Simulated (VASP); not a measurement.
GaSb:

```
Ga Sb
1.0
     0.00000    3.06588    3.06588
     3.06588    0.00000    3.06588
     3.06588    3.06588    0.00000
Ga Sb
1 1
Direct
  0.00000 0.00000 0.00000
  0.25000 0.25000 0.25000
```

Base run:

- Program: VASP 6.6.1
- Functional: PBE
- Potentials or basis: VASP PAW PBE potentials, release 64 (Ga_d, Sb)
- Cutoff: 520 eV
- k mesh: 8 × 8 × 8
- Occupations: fermi-dirac, width 0.02 eV
- Spin: no spin polarisation

Its results: band gap on the k mesh zero (filled and empty bands touch); pressure 2.0 GPa.

Q: The run is repeated on the same cell with these changes: functional from PBE to r2SCAN. What comes out?

A: Band gap on the k mesh 0.40 eV, direct; pressure 0.1 GPa.

r2SCAN gives the wider gap, since meta-GGAs in the generalised Kohn-Sham scheme recover part of the derivative discontinuity.

Caveats: spin-orbit coupling is left out, which moves the levels of the heavy elements; the PAW data sets were made with another functional, which shifts forces and pressure a little (some runs).

A k mesh can miss the band edges.
